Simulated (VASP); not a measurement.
# Ti8Al23 (a cell with a defect) (vacancy hop of Al) in VASP: further runs

The runs below take Ti8Al23 (a cell with a defect) (vacancy hop of Al) through single point, with PBE.

All numbers are computed with VASP 6.6.1; they aren't measurements. Logs are shortened: lines on timing, memory, paths and dates and some standing lists are left out, and cuts for length are marked.

## Step 1: The cell of the first run

The cell holds a defect, 31 atoms: a = 7.690 Å, b = 7.690 Å, c = 8.624 Å, α = 90.00°, β = 90.00°, γ = 90.00°.

## Step 2: Single point, PBE

Contents of INCAR:

```
PREC = Accurate
ENCUT = 520
EDIFF = 1E-6
ISMEAR = 1
SIGMA = 0.1
LREAL = Auto
LASPH = True
NELM = 80
ALGO = Normal
ISIF = 2
LWAVE = False
LCHARG = False
GGA = PE
NBANDS = 104
```

Contents of KPOINTS:

```
regular mesh
0
Gamma
  1 1 1
```

Contents of POSCAR:

```
Ti8Al23
1.0
    7.6895028900      0.0000000000      0.0000000000
    0.0000000000      7.6895028900      0.0000000000
    0.0000000000      0.0000000000      8.6237151300
Ti Al
8 23
Direct
   -0.0029239862      0.0042542412     -0.0010588244
    0.2408671960      0.2532919264      0.5086219725
    0.0016475707      0.4970267980     -0.0006802173
    0.2550383332      0.7466166646      0.5017015213
    0.5041271270     -0.0099473270     -0.0078648238
    0.7609421680      0.2485731558      0.5038543058
    0.4992529498      0.5103445640     -0.0031764732
    0.7477642030      0.7509078392      0.5014186966
    0.0041167811     -0.0050250322      0.4934215632
    0.2558161468      0.2499712956     -0.0056429276
    0.0007381491      0.2461065464      0.2494989651
    0.2485649628     -0.0020433050      0.7504836260
   -0.0010979904      0.2495435696      0.7520664705
    0.3157482395      0.0643178118      0.2507517894
   -0.0015310483      0.5048471996      0.4964635236
    0.2456357748      0.7535102181      0.0074590822
    0.0045540005      0.7538443100      0.2503541649
    0.2500266958      0.5012196569      0.7504041938
   -0.0000397945      0.7492121510      0.7503485334
    0.2543847148      0.4942939816      0.2499055184
    0.5007456340      0.0051318012      0.5074156479
    0.7422457708      0.2517015765      0.0094407107
    0.7520158433     -0.0006334610      0.7503411120
    0.5013568569      0.2508246668      0.7505147031
    0.7449835291      0.0036226009      0.2508945353
    0.5023545807      0.4916014798      0.4913856657
    0.7555996900      0.7476573040      0.0042695056
    0.4969490297      0.7498375490      0.2513041035
    0.7502152067      0.4994100470      0.7503152531
    0.5001488464      0.7481339278      0.7486360464
    0.7440525196      0.4932651765      0.2503615863
```

Potentials or basis: VASP PAW PBE potentials, release 64 (Ti_sv, Al).

Launch:

```bash
$ cat potpaw_PBE.64/Ti_sv/POTCAR potpaw_PBE.64/Al/POTCAR > POTCAR
$ mpirun -np 1 vasp_gam > vasp.out
```

OUTCAR:

```text
PREC = Accurate
   ENCUT = 520
   EDIFF = 1E-6
   ISMEAR = 1
   LREAL = Auto
   LASPH = True
   NELM = 80
   ISIF = 2
   GGA = PE

 ion  position               nearest neighbor table
   1  0.997  0.004  0.999-  27 2.71  16 2.72  22 2.73  10 2.74  13 2.84  11 2.85  23 2.85  12 2.89
                            17 2.90  19 2.91  25 2.91
   2  0.241  0.253  0.509-  15 2.69   9 2.70  14 2.72  26 2.72  21 2.76  13 2.81  18 2.83  12 2.87
                            24 2.89  11 2.90  20 2.90
   3  0.002  0.497  0.999-  27 2.70  16 2.72  10 2.73  22 2.75  13 2.86  18 2.87  29 2.89  19 2.89
                            11 2.89  20 2.91  17 2.93  31 2.93
   4  0.255  0.747  0.502-  15 2.71   9 2.72  26 2.73  21 2.74  30 2.84  28 2.85  18 2.86  12 2.89
                            17 2.90  19 2.91  20 2.91
   5  0.504  0.990  0.992-  27 2.69  16 2.70  14 2.72  22 2.72  10 2.76  30 2.81  23 2.83  12 2.87
                            24 2.89  28 2.90  25 2.90
   6  0.761  0.249  0.504-  15 2.69   9 2.70  26 2.73  21 2.74  13 2.82  23 2.86  11 2.87  29 2.87
                            25 2.88  31 2.89  24 2.92
   7  0.499  0.510  0.997-  27 2.69  16 2.70  22 2.73  10 2.74  30 2.82  18 2.86  28 2.86  29 2.87
                            20 2.89  31 2.89  24 2.91
   8  0.748  0.751  0.501-  15 2.70   9 2.72  21 2.73  26 2.75  30 2.86  23 2.87  29 2.89  19 2.89
                            28 2.89  25 2.91  17 2.93  31 2.93
   9  0.004  0.995  0.493-   2 2.70   6 2.70   4 2.72   8 2.72  17 2.80  11 2.86  25 2.89  12 2.91
                            19 2.91  23 2.94  13 2.97  14 3.23
  10  0.256  0.250  0.994-  14 2.67   3 2.73   7 2.74   1 2.74   5 2.76  24 2.83  18 2.86  12 2.86
                            13 2.88  20 2.90  11 2.95
  11  0.001  0.246  0.249-  25 2.71  20 2.73  31 2.74  14 2.80   1 2.85   9 2.86   6 2.87  22 2.87
                             3 2.89   2 2.90  15 2.91  10 2.95
  12  0.249  0.998  0.750-  19 2.70  13 2.73  30 2.73  24 2.75  21 2.86  10 2.86   5 2.87   2 2.87
                             1 2.89   4 2.89  16 2.91   9 2.91
  13  0.999  0.250  0.752-  23 2.70  29 2.71  12 2.73  18 2.73   2 2.81   6 2.82   1 2.84   3 2.86
                            10 2.88  15 2.95   9 2.97  22 2.97
  14  0.316  0.064  0.251-  21 2.67  10 2.67   2 2.72   5 2.72  28 2.79  11 2.80  16 3.23   9 3.23
                            25 3.33  20 3.34
  15  0.998  0.505  0.496-   6 2.69   2 2.69   8 2.70   4 2.71  17 2.86  19 2.89  31 2.89  20 2.90
                            29 2.90  11 2.91  18 2.92  13 2.95
  16  0.246  0.754  0.007-   5 2.70   7 2.70   1 2.72   3 2.72  17 2.80  28 2.86  20 2.89  12 2.91
                            19 2.91  18 2.95  30 2.97  14 3.23
  17  0.005  0.754  0.250-  25 2.77  20 2.77  16 2.80   9 2.80  31 2.83  27 2.86  15 2.86   4 2.90
                             1 2.90   3 2.93   8 2.93
  18  0.250  0.501  0.750-  30 2.70  19 2.71  24 2.73  13 2.73   2 2.83  10 2.86   4 2.86   7 2.86
                             3 2.87  15 2.92  16 2.95  26 2.96
  19  1.000  0.749  0.750-  12 2.70  18 2.71  23 2.71  29 2.72  15 2.89  27 2.89   8 2.89   3 2.89
                             1 2.91   4 2.91   9 2.91  16 2.91
  20  0.254  0.494  0.250-  28 2.71  11 2.73  17 2.77  26 2.82   7 2.89  16 2.89  10 2.90  15 2.90
                             2 2.90   3 2.91   4 2.91  14 3.34
  21  0.501  0.005  0.507-  14 2.67   8 2.73   6 2.74   4 2.74   2 2.76  24 2.82  23 2.85  12 2.86
                            30 2.87  25 2.90  28 2.96
  22  0.742  0.252  0.009-   5 2.72   7 2.73   1 2.73   3 2.75  31 2.79  25 2.82  11 2.87  24 2.90
                            29 2.94  23 2.96  13 2.97
  23  0.752  0.999  0.750-  13 2.70  19 2.71  24 2.73  30 2.74   5 2.83  21 2.85   1 2.85   6 2.86
                             8 2.87  27 2.92   9 2.94  22 2.96
  24  0.501  0.251  0.751-  29 2.70  18 2.73  23 2.73  12 2.75  21 2.82  10 2.83   5 2.89   2 2.89
                            22 2.90  26 2.90   7 2.91   6 2.92
  25  0.745  0.004  0.251-  11 2.71  28 2.73  17 2.77  22 2.82   6 2.88   9 2.89  27 2.90   5 2.90
                            21 2.90   8 2.91   1 2.91  14 3.33
  26  0.502  0.492  0.491-   2 2.72   6 2.73   4 2.73   8 2.75  31 2.79  20 2.82  28 2.87  24 2.90
                            29 2.94  18 2.96  30 2.97
  27  0.756  0.748  0.004-   7 2.69   5 2.69   3 2.70   1 2.71  17 2.86  19 2.89  31 2.89  25 2.90
                            29 2.91  28 2.91  23 2.92  30 2.95
  28  0.497  0.750  0.251-  20 2.71  25 2.73  31 2.74  14 2.79   4 2.85  16 2.86   7 2.86  26 2.87
                             8 2.89   5 2.90  27 2.91  21 2.96
  29  0.750  0.499  0.750-  24 2.70  13 2.71  30 2.71  19 2.72   6 2.87   7 2.87   8 2.89   3 2.89
                            15 2.90  27 2.91  26 2.94  22 2.94
  30  0.500  0.748  0.749-  18 2.70  29 2.71  12 2.73  23 2.74   5 2.81   7 2.82   4 2.84   8 2.86
                            21 2.87  27 2.95  26 2.97  16 2.97
  31  0.744  0.493  0.250-  28 2.74  11 2.74  22 2.79  26 2.79  17 2.83   6 2.89  27 2.89  15 2.89
                             7 2.89   3 2.93   8 2.93

  LATTYP: Found a simple tetragonal cell.
 ALAT       =     7.6895028900
 C/A-ratio  =     1.1214918901

  Lattice vectors:

 A1 = (   7.6895028900,   0.0000000000,   0.0000000000)
 A2 = (   0.0000000000,   7.6895028900,   0.0000000000)
 A3 = (   0.0000000000,   0.0000000000,   8.6237151300)

Analysis of symmetry for initial positions (statically):
[... 128 lines left out ...]
     0.130047418  0.130047418  0.115959303

  Shift w.r.t. Gamma in fractional coordinates (k-lattice)
     0.000000000  0.000000000  0.000000000

 Subroutine IBZKPT returns following result:
 ===========================================

 Found      1 irreducible k-points:

 Following reciprocal coordinates:
            Coordinates               Weight
  0.000000  0.000000  0.000000      1.000000
   k-points           NKPTS =      1   k-points in BZ     NKDIM =      1   number of bands    NBANDS=    104
   number of dos      NEDOS =    301   number of ions     NIONS =     31
   total plane-waves  NPLWV = 230400
   dimension x,y,z NGX =    60 NGY =   60 NGZ =   64
   dimension x,y,z NGXF=   120 NGYF=  120 NGZF=  128
   ions per type =               8  23
   NGX,Y,Z   is equivalent  to a cutoff of  12.97, 12.97, 12.34 a.u.
   NGXF,Y,Z  is equivalent  to a cutoff of  25.94, 25.94, 24.68 a.u.
 SYSTEM =  unknown system
   PREC   = accura    normal or accurate (medium, high low for compatibility)
   ISTART =      0    job   : 0-new  1-cont  2-samecut
   ICHARG =      2    charge: 1-file 2-atom 10-const
   ISPIN  =      1    spin polarized calculation?
   LNONCOLLINEAR =      F non collinear calculations
   LSORBIT =      F    spin-orbit coupling
   LASPH  =      T    aspherical Exc in radial PAW
   ENCUT  =  520.0 eV  38.22 Ry    6.18 a.u.  14.30 14.30 16.03*2*pi/ulx,y,z
   NELM   =     80;   NELMIN=  2; NELMDL= -5     # of ELM steps
   EDIFF  = 0.1E-05   stopping-criterion for ELM
   LREAL  =      T    real-space projection
   EDIFFG = 0.1E-04   stopping-criterion for IOM
   NSW    =      0    number of steps for IOM
   IBRION =     -1    ionic relax: 0-MD 1-quasi-New 2-CG
   NFREE  =      0    steps in history (QN), initial steepest desc. (CG)
   ISIF   =      2    stress and relaxation
   ISYM   =      2    0-nonsym 1-usesym 2-fastsym
   POTIM  = 0.5000    time-step for ionic-motion
   TEBEG  =    0.0;   TEEND  =   0.0 temperature during run
   PSTRESS=    0.0 pullay stress
   NELECT =     165.0000    total number of electrons
   NUPDOWN=      -1.0000    fix difference up-down
   EMIN   =  10.00;   EMAX   =-10.00  energy-range for DOS
   EFERMI =   0.00;   METHOD = LEGACY
   ISMEAR =     1;   SIGMA  =   0.10  broadening in eV -4-tet -1-fermi 0-gaus
   EFERMI_NEDOS =   21; number of points for ismear=-14 and -15
   IALGO  =     38    algorithm
   IMIX   =      4    mixing-type and parameters
     AMIX     =   0.40;   BMIX     =  1.00
     AMIX_MAG =   1.60;   BMIX_MAG =  1.00
  volume/ion in A,a.u.               =      16.45       111.00
  Fermi-wavevector in a.u.,A,eV,Ry     =   1.123930  2.123919 17.187126  1.263218
  Thomas-Fermi vector in A             =   2.260599
   LORBIT       =      0    0 simple, 1 ext, 2 COOP (PROOUT), +10 PAW based schemes
   GGA     = PE    functional components
   LHFCALC =     F    Hartree Fock is set to
   AEXX    =    0.0000 exact exchange contribution
   IVDW    =     0    specifies the selected vdW correction
   LEPSILON=     F    determine dielectric tensor
   LRPA    =     F    only Hartree local field effects (RPA)
 non-spin polarized calculation
 Methfessel and Paxton  Order N= 1 SIGMA  =   0.10
  energy-cutoff  :      520.00
  volume of cell :      509.91
 maximum number of plane-waves:      6841
 NGX is ok and might be reduce to    60
   NGX = 29   NGY = 29   NGZ = 33

 number of electron     164.9999997 magnetization

 Free energy of the ion-electron system (eV)
  ---------------------------------------------------
  ext. energy  EPLUGINS =         0.00000000
  ---------------------------------------------------
  free energy    TOTEN  =      -157.02040412 eV

  energy without entropy =     -157.00919879  energy(sigma->0) =     -157.01666901

 E-fermi :   8.1153     XC(G=0): -10.5802

 val. band max:        8.1103528596   @ k =   0.0000   0.0000   0.0000
 cond. band min:       8.2630680021   @ k =   0.0000   0.0000   0.0000
 fundamental gap:      0.1527151425
 Fermi energy:         8.1153025867

 k-point     1 :       0.0000    0.0000    0.0000
  band No.  band energies     occupation
      1     -48.6274      2.00000
      2     -48.6266      2.00000
      3     -48.6203      2.00000
      4     -48.6198      2.00000
      5     -48.6142      2.00000
      6     -48.6140      2.00000
[... 86 lines left out ...]
     93       9.6341     -0.00000
     94       9.6383     -0.00000
 [bands above 94 left out]

------------------------ aborting loop because EDIFF is reached ----------------------------------------

  FORCE on cell =-STRESS in cart. coord.  units (eV):
  Direction    XX          YY          ZZ          XY          YZ          ZX
  --------------------------------------------------------------------------------------
  -------------------------------------------------------------------------------------
  Total      -13.5875996    -13.5550758     16.7654365     -0.1984574     -0.7262354      0.7289633
  in kB      -42.6935622    -42.5913693     52.6786354     -0.6235726     -2.2819023      2.2904738
  external PRESSURE =     -10.8687654 kB  Pullay stress =       0.0000000 kB

 VOLUME and BASIS-vectors are now :
 -----------------------------------------------------------------------------
  energy-cutoff  :      520.00
  volume of cell :      509.91
      direct lattice vectors                 reciprocal lattice vectors
     7.689502890  0.000000000  0.000000000     0.130047418  0.000000000  0.000000000
     0.000000000  7.689502890  0.000000000     0.000000000  0.130047418  0.000000000
     0.000000000  0.000000000  8.623715130     0.000000000  0.000000000  0.115959303

 POSITION                                       TOTAL-FORCE (eV/Angst)
 -----------------------------------------------------------------------------------
      7.66702      0.03271      8.61458         0.045954      0.028606      0.018383
      1.85215      1.94769      4.38621        -0.000597     -0.007239     -0.019223
      0.01267      3.82189      8.61785         0.011247      0.010309      0.006921
      1.96112      5.74111      4.32653         0.020814      0.047161     -0.004005
      3.87649      7.61301      8.55589        -0.000216     -0.008329      0.018348
      5.85127      1.91140      4.34510         0.049435      0.034306      0.010600
[... 23 lines left out ...]
      3.84590      5.75278      6.45602         0.009222      0.012187     -0.007778
      5.72139      3.79296      2.15905         0.000475      0.001092      0.002759
 -----------------------------------------------------------------------------------
    total drift:                                0.006363     -0.000237     -0.013410

  FREE ENERGIE OF THE ION-ELECTRON SYSTEM (eV)
  ---------------------------------------------------
  free  energy   TOTEN  =      -157.0204041161 eV

  energy  without entropy=     -157.0091987889  energy(sigma->0) =     -157.01666901
```

It took 71 s on 1 thread of AMD EPYC 9R45 (Zen 5), shared host; peak memory 0.43 GiB.

Results:

```
Free energy   : -157.0204 eV
Pressure      : -1.1 GPa
Largest force : 0.666 eV/Å
```

Forces on the atoms (eV/Å):
```
Ti   0.046  0.029  0.018
Ti  -0.001 -0.007 -0.019
Ti   0.011  0.010  0.007
Ti   0.021  0.047 -0.004
Ti   0.000 -0.008  0.018
Ti   0.049  0.034  0.011
Ti   0.032  0.054 -0.007
Ti   0.007  0.012 -0.001
Al   0.005  0.003  0.013
Al   0.049  0.029  0.037
Al   0.002  0.015 -0.002
Al   0.013  0.014 -0.001
Al   0.012  0.007  0.013
Al  -0.478 -0.464 -0.008
Al   0.029  0.031  0.004
Al   0.003  0.001 -0.012
Al   0.013  0.014  0.000
Al   0.021  0.021 -0.006
Al   0.016  0.014  0.000
Al   0.018 -0.006  0.004
Al   0.036  0.046 -0.056
Al  -0.004  0.009  0.008
Al   0.018  0.019  0.005
Al   0.015  0.013 -0.003
Al  -0.008  0.019 -0.003
Al   0.009 -0.006 -0.007
Al   0.030  0.028 -0.004
Al   0.017 -0.002  0.000
Al   0.011  0.012  0.000
Al   0.009  0.012 -0.008
Al   0.000  0.001  0.003
```

Levels at points of the mesh, in eV from the Fermi level:
| k point | band 80 | band 81 | band 82 | band 83 | band 84 | band 85 | band 86 | band 87 |
| --- | --- | --- | --- | --- | --- | --- | --- | --- |
| (0.00, 0.00, 0.00) | -0.68 | -0.50 | -0.40 | 0.00 | 0.15 | 0.20 | 0.21 | 0.51 |

Caveat: the k points lie up to 0.82 Å⁻¹ apart.

(Part 1 of 2 ends here.)
